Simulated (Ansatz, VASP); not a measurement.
## NaH in VASP and in Ansatz

```
Na H
1.0
     0.00000    2.40702    2.40702
     2.40702    0.00000    2.40702
     2.40702    2.40702    0.00000
Na H
1 1
Direct
  0.00000 0.00000 0.00000
  0.50000 0.50000 0.50000
```

Change from the starting cell: volume scaled by 0.96, crystal datasets.

Alike in both runs: task electric field gradients; functional PBEsol; k mesh 9 × 9 × 9; occupations fermi-dirac, width 0.03 eV; no spin polarisation.

|  | VASP | Ansatz |
| --- | --- | --- |
| version | VASP 6.6.1 | Ansatz 0.2.0 |
| potentials or method | VASP PAW PBE potentials, release 64 (Na_pv, H), cutoff 520 eV | all-electron PAW with datasets made for the crystal, scalar-relativistic |

```csv
,VASP,Ansatz,Ansatz less VASP
gap on the k mesh at the Fermi level (eV),3.89,3.89,+0.002
pressure (GPa),-0.3,-0.3,0.00
```

VASP's potentials were made for PBE, not for PBEsol. Ansatz ran all-electron here, and VASP with PAW potentials.
